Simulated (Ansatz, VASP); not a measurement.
# HC18F: VASP beside Ansatz

```
C F H
1.0
     7.39800    0.00000    0.00000
    -3.69900    6.40686    0.00000
     0.00000    0.00000   13.00000
C F H
18 1 1
Direct
  0.00544 0.01204 0.09027
  0.23251 0.12671 0.07436
  0.00445 0.34502 0.06539
  0.22783 0.45579 0.06521
  0.00554 0.67828 0.06685
  0.22716 0.78810 0.07208
  0.34079 0.01231 0.09291
  0.56318 0.12422 0.07137
  0.33947 0.34373 0.06652
  0.56197 0.45572 0.06591
  0.33890 0.67807 0.06781
  0.56132 0.78880 0.07027
  0.67185 0.01273 0.06983
  0.89165 0.12508 0.07067
  0.67229 0.34436 0.06588
  0.89363 0.45565 0.06280
  0.67195 0.67689 0.06861
  0.89219 0.78441 0.07181
  0.33386 0.00504 0.22406
  0.00846 0.00926 0.17739
```

Alike in both runs: functional PBE; dispersion D3(BJ); k mesh 2 × 2 × 1; occupations gaussian, width 0.02 eV; no spin polarisation.

Ansatz relaxed the structure, and its values are those at the end. VASP's run is a single point on that final structure, the one shown.

|  | VASP | Ansatz |
| --- | --- | --- |
| version | VASP 6.6.1 | Ansatz 0.2.0 |
| potentials or method | VASP PAW PBE potentials, release 64 (C, F, H), cutoff 520 eV | scalar-relativistic, plane waves, PAW |
| valence electrons in the cell | 80 | 80 |

```csv
,VASP,Ansatz,Ansatz less VASP
rms of the force components (eV/Å),0.013,0.007,-0.0060
```

The k mesh is coarse, so the values compare programs but aren't converged.
